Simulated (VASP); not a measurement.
# Ti (P6_3/mmc) in VASP: notebook

Ti is run at these levels: LDA; tasks: single point.

All numbers are computed with VASP 6.6.1; they aren't measurements. Logs are shortened: lines on timing, memory, paths and dates and some standing lists are left out, and cuts for length are marked.

## (1) The cell of the first run

The structure is hexagonal, space group P6_3/mmc (No. 194). The conventional cell has a = 2.765 Å, b = 2.765 Å, c = 4.402 Å, α = 90.00°, β = 90.00°, γ = 120.00°. Within 3.6 Å of Ti (site symmetry -6m2) lie 12 Ti at 2.72 to 2.77 Å.

## (2) Single point, LDA

Input file INCAR:

```
SYSTEM = Ti
ALGO = Normal
EDIFF = 1E-6
ENCUT = 520
GGA = CA
ISIF = 2
ISMEAR = -1
LASPH = .True.
LCHARG = .False.
LREAL = .False.
LWAVE = .False.
NBANDS = 19
NELM = 100
PREC = Accurate
SIGMA = 0.08
```

Input file KPOINTS:

```
k-points
0
Gamma
  18 18 10
  0 0 0
```

Input file POSCAR:

```
Ti
1.0
    2.7654052282      0.0000000000      0.0000000000
   -1.3827026141      2.3949111794      0.0000000000
    0.0000000000      0.0000000000      4.4020959644
Ti
2
Direct
    0.3333333333      0.6666666667      0.2500000000
    0.6666666667      0.3333333333      0.7500000000
```

Potentials or basis: VASP PAW LDA potentials, release 64 (Ti_sv).

Command:

```
$ cat potpaw_LDA.64/Ti_sv/POTCAR > POTCAR
$ mpirun -np 1 vasp_std > vasp.out
```

OUTCAR:

```text
SYSTEM = Ti
   EDIFF = 1E-6
   ENCUT = 520
   GGA = CA
   ISIF = 2
   ISMEAR = -1
   LASPH = .True.
   LREAL = .False.
   NELM = 100
   PREC = Accurate

 ion  position               nearest neighbor table
   1  0.333  0.667  0.250-   2 2.72   2 2.72   2 2.72   2 2.72   2 2.72   2 2.72
   2  0.667  0.333  0.750-   1 2.72   1 2.72   1 2.72   1 2.72   1 2.72   1 2.72

  LATTYP: Found a hexagonal cell.
 ALAT       =     2.7654052282
 C/A-ratio  =     1.5918448116

  Lattice vectors:

 A1 = (   2.7654052282,   0.0000000000,   0.0000000000)
 A2 = (  -1.3827026141,   2.3949111794,   0.0000000000)
 A3 = (   0.0000000000,   0.0000000000,   4.4020959644)

Analysis of symmetry for initial positions (statically):
=====================================================================
 Subroutine PRICEL returns:
 Original cell was already a primitive cell.

 Routine SETGRP: Setting up the symmetry group for a
 hexagonal supercell.

 Subroutine GETGRP returns: Found 24 space group operations
 (whereof 12 operations were pure point group operations)
 out of a pool of 24 trial point group operations.

The static configuration has the point symmetry D_3d.
 The point group associated with its full space group is D_6h.

Analysis of symmetry for dynamics (positions and initial velocities):
=====================================================================
 Subroutine PRICEL returns:
 Original cell was already a primitive cell.

 Routine SETGRP: Setting up the symmetry group for a
 hexagonal supercell.

 Subroutine GETGRP returns: Found 24 space group operations
 (whereof 12 operations were pure point group operations)
 out of a pool of 24 trial point group operations.

The dynamic configuration has the point symmetry D_3d.
 The point group associated with its full space group is D_6h.

 Subroutine INISYM returns: Found 24 space group operations
 (whereof 12 operations are pure point group operations),
 and found     1 'primitive' translations

----------------------------------------------------------------------------------------

                                     Primitive cell

  volume of cell :      29.1546

  direct lattice vectors                    reciprocal lattice vectors
     2.765405228  0.000000000  0.000000000     0.361610656  0.208776010  0.000000000
    -1.382702614  2.394911179  0.000000000     0.000000000  0.417552020  0.000000000
     0.000000000  0.000000000  4.402095964     0.000000000  0.000000000  0.227164516

[... 81 lines left out ...]
   ENCUT  =  520.0 eV  38.22 Ry    6.18 a.u.   5.14  5.14  8.18*2*pi/ulx,y,z
   NELM   =    100;   NELMIN=  2; NELMDL= -5     # of ELM steps
   EDIFF  = 0.1E-05   stopping-criterion for ELM
   LREAL  =      F    real-space projection
   EDIFFG = 0.1E-04   stopping-criterion for IOM
   NSW    =      0    number of steps for IOM
   IBRION =     -1    ionic relax: 0-MD 1-quasi-New 2-CG
   NFREE  =      0    steps in history (QN), initial steepest desc. (CG)
   ISIF   =      2    stress and relaxation
   ISYM   =      2    0-nonsym 1-usesym 2-fastsym
   POTIM  = 0.5000    time-step for ionic-motion
   TEBEG  =    0.0;   TEEND  =   0.0 temperature during run
   PSTRESS=    0.0 pullay stress
   NELECT =      24.0000    total number of electrons
   NUPDOWN=      -1.0000    fix difference up-down
   EMIN   =  10.00;   EMAX   =-10.00  energy-range for DOS
   EFERMI =   0.00;   METHOD = LEGACY
   ISMEAR =    -1;   SIGMA  =   0.08  broadening in eV -4-tet -1-fermi 0-gaus
   EFERMI_NEDOS =   21; number of points for ismear=-14 and -15
   IALGO  =     38    algorithm
   IMIX   =      4    mixing-type and parameters
     AMIX     =   0.40;   BMIX     =  1.00
     AMIX_MAG =   1.60;   BMIX_MAG =  1.00
  volume/ion in A,a.u.               =      14.58        98.37
  Fermi-wavevector in a.u.,A,eV,Ry     =   1.534297  2.899400 32.029017  2.354066
  Thomas-Fermi vector in A             =   2.641244
   LORBIT       =      0    0 simple, 1 ext, 2 COOP (PROOUT), +10 PAW based schemes
   GGA     = CA    functional components
   LHFCALC =     F    Hartree Fock is set to
   AEXX    =    0.0000 exact exchange contribution
   IVDW    =     0    specifies the selected vdW correction
   LEPSILON=     F    determine dielectric tensor
   LRPA    =     F    only Hartree local field effects (RPA)
 non-spin polarized calculation
  energy-cutoff  :      520.00
  volume of cell :       29.15
 maximum number of plane-waves:       808
 NGX is ok and might be reduce to    24
   NGX = 11   NGY = 11   NGZ = 17

 number of electron      23.9999995 magnetization

 Free energy of the ion-electron system (eV)
  ---------------------------------------------------
  ext. energy  EPLUGINS =         0.00000000
  ---------------------------------------------------
  free energy    TOTEN  =       -16.99215980 eV

  energy without entropy =      -16.94921221  energy(sigma->0) =      -16.97068600

 E-fermi :  10.0652     XC(G=0): -12.6486

 val. band max:       10.0530337528   @ k =   0.1111  -0.0000   0.2000
 cond. band min:      10.0663460332   @ k =   0.3333   0.2778   0.3000
 fundamental gap:      0.0133122804
 Fermi energy:        10.0652157397

 k-point     1 :       0.0000    0.0000    0.0000
  band No.  band energies     occupation
      1     -45.8430      2.00000
      2     -45.5604      2.00000
      3     -23.0536      2.00000
      4     -21.9447      2.00000
      5     -21.9447      2.00000
      6     -21.8006      2.00000
[... 505 lines left out ...]
      6     -22.2465      2.00000
[... 11 lines left out ...]
     18      14.3526      0.00000
     19      15.4024      0.00000

 [... further k-points ...]

------------------------ aborting loop because EDIFF is reached ----------------------------------------

  FORCE on cell =-STRESS in cart. coord.  units (eV):
  Direction    XX          YY          ZZ          XY          YZ          ZX
  --------------------------------------------------------------------------------------
  -------------------------------------------------------------------------------------
  Total        2.6754762      2.6754762      2.6863397      0.0000000     -0.0000000      0.0000000
  in kB      147.0293307    147.0293307    147.6263289      0.0000000     -0.0000000      0.0000000
  external PRESSURE =     147.2283301 kB  Pullay stress =       0.0000000 kB

 VOLUME and BASIS-vectors are now :
 -----------------------------------------------------------------------------
  energy-cutoff  :      520.00
  volume of cell :       29.15
      direct lattice vectors                 reciprocal lattice vectors
     2.765405228  0.000000000  0.000000000     0.361610656  0.208776010  0.000000000
    -1.382702614  2.394911179  0.000000000     0.000000000  0.417552020  0.000000000
     0.000000000  0.000000000  4.402095964     0.000000000  0.000000000  0.227164516

 POSITION                                       TOTAL-FORCE (eV/Angst)
 -----------------------------------------------------------------------------------
     -0.00000      1.59661      1.10052         0.000000     -0.000000      0.000000
      1.38270      0.79830      3.30157         0.000000      0.000000      0.000000
 -----------------------------------------------------------------------------------
    total drift:                               -0.000000      0.000000     -0.000000

  FREE ENERGIE OF THE ION-ELECTRON SYSTEM (eV)
  ---------------------------------------------------
  free  energy   TOTEN  =       -16.9921597960 eV

  energy  without entropy=      -16.9492122087  energy(sigma->0) =      -16.97068600
```

stdout:

```text
POSCAR found type information on POSCAR Ti
 POSCAR found :  1 types and       2 ions
 scaLAPACK will be used
 LDA part: xc-table for (Slater(with rela. corr.)+CA(PZ))
 , standard interpolation
 POSCAR, INCAR and KPOINTS ok, starting setup
 FFT: planning ... GRIDC
 FFT: planning ... GRID_SOFT
 FFT: planning ... GRID
 WAVECAR not read
 entering main loop
```

Run time: 36 s. Hardware: 1 thread of Intel Xeon 6975P-C (Granite Rapids), shared host; peak memory 0.21 GiB.

Results:

- Free energy: -16.9922 eV
- Pressure: 14.7 GPa
- Band gap on the k mesh: zero (band 12 reaches 10.98 eV, above the bottom of band 13 at 9.79 eV)

## (3) Single point, LDA

This run uses another cell than the first one, of 15.02 Å³/atom, 1.031 times its volume.

Input file INCAR:

```
SYSTEM = Ti
  PREC = Accurate
  ENCUT = 520
  EDIFF = 1E-6
  ISMEAR = -1
  SIGMA = 0.08
  LREAL = .FALSE.
  LASPH = .TRUE.
  NELM = 100
  ALGO = Normal
  ISIF = 2
  LWAVE = .FALSE.
  LCHARG = .FALSE.
  NBANDS = 19
```

Input file KPOINTS:

```
regular mesh
0
G
  18 18 10
  0 0 0
```

Input file POSCAR:

```
Ti
1.0
    2.7946284974      0.0000000000      0.0000000000
   -1.3973142487      2.4202192729      0.0000000000
    0.0000000000      0.0000000000      4.4422369283
Ti
2
Direct
    0.3333333333      0.6666666667      0.2500000000
    0.6666666667      0.3333333333      0.7500000000
```

Potentials or basis: VASP PAW LDA potentials, release 64 (Ti_sv).

Command:

```
$ cat potpaw_LDA.64/Ti_sv/POTCAR > POTCAR
$ mpirun -np 1 vasp_std > vasp.out
```

Run time: 41 s. Hardware: 1 thread of Intel Xeon 6975P-C (Granite Rapids), shared host; peak memory 0.21 GiB.

The run converged. Its results:

| Item | Value |
| --- | --- |
| Free energy | -17.0598 eV |
| Pressure | 9.8 GPa |
| Band gap on the k mesh | zero (band 12 reaches 10.61 eV, above the bottom of band 13 at 9.43 eV) |

Levels at points of the mesh, in eV from the Fermi level:
```csv
k point,band 9,band 10,band 11,band 12,band 13,band 14,band 15,band 16
"(0.00, 0.00, 0.00)",-6.41,-3.04,0.83,0.83,0.96,1.35,1.44,1.44
"(0.50, 0.00, 0.00)",-2.62,-2.49,-2.25,-0.31,0.48,0.76,1.39,4.00
"(0.00, 0.00, 0.50)",-4.36,-4.36,0.09,0.09,0.72,0.72,0.72,0.72
"(0.50, 0.00, 0.50)",-2.94,-2.94,-1.02,-1.02,1.88,1.88,2.01,2.01
```
